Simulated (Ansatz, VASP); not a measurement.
# Two plane-wave programs on Ni

```
Ni
1.0
     0.00000    1.76380    1.76380
     1.76380    0.00000    1.76380
     1.76380    1.76380    0.00000
Ni
1
Direct
  0.00000 0.00000 0.00000
```

Alike in both runs: task single point; functional PBE; k mesh 14 × 14 × 14; occupations fermi-dirac, width 0.1 eV; collinear spin.

|  | VASP | Ansatz |
| --- | --- | --- |
| version | VASP 6.6.1 | Ansatz 0.2.0 |
| potentials or method | VASP PAW PBE potentials, release 64 (Ni), cutoff 600 eV | PAW, plane waves, scalar-relativistic |
| valence electrons in the cell | 10 | 18 |

|  | VASP | Ansatz | Ansatz less VASP |
| --- | --- | --- | --- |
| pressure (GPa) | -1.2 | -1.2 | +0.06 |
| net moment per atom (μB) | 0.60 | 0.62 | +0.015 |
| size of the moment on the site where the two differ most (μB) | 0.61 | 0.65 | +0.043 |

Site moments also hang on the region over which each program counts them. VASP's potentials hold 10 valence electrons a cell and Ansatz's 18, so a difference there can come from the potentials and not from the codes. Ansatz's warnings: stability check not made.
